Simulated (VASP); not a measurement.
Crystal: MgO.

```
CELL_PARAMETERS angstrom
0.00000 2.08293 2.08293
2.08293 0.00000 2.08293
2.08293 2.08293 0.00000
ATOMIC_POSITIONS crystal
Mg 0.00000 0.00000 0.00000
O 0.50000 0.50000 0.50000
```

Base run:

- Program: VASP 6.6.1
- Functional: r2SCAN
- Potentials or basis: VASP PAW PBE potentials, release 64 (Mg, O)
- Cutoff: 520 eV
- k mesh: 11 × 11 × 11
- Occupations: fermi-dirac, width 0.05 eV
- Spin: no spin polarisation

Its results: band gap on the k mesh 5.95 eV, direct; pressure 3.7 GPa.

Problem. After a change of settings the same cell gave: band gap on the k mesh 5.06 eV, direct; pressure 9.9 GPa. Which change was it?
A. functional from r2SCAN to PBEsol
B. functional from r2SCAN to PBE
C. potentials or basis from VASP PAW PBE potentials, release 64 (Mg, O) to VASP PAW PBE potentials, release 64 (Mg_sv, O); cutoff from 520 eV to 660 eV; further incar settings from ALGO = Normal; EDIFF = 1e-06; NBANDS = 11 to ALGO = Normal; EDIFF = 1e-06; NBANDS = 15; valence electrons from 8 to 16

Solution. B.

r2SCAN gives the wider gap, since meta-GGAs in the generalised Kohn-Sham scheme recover part of the derivative discontinuity.

Caveats: the PAW data sets were made with another functional, which shifts forces and pressure a little (some runs).
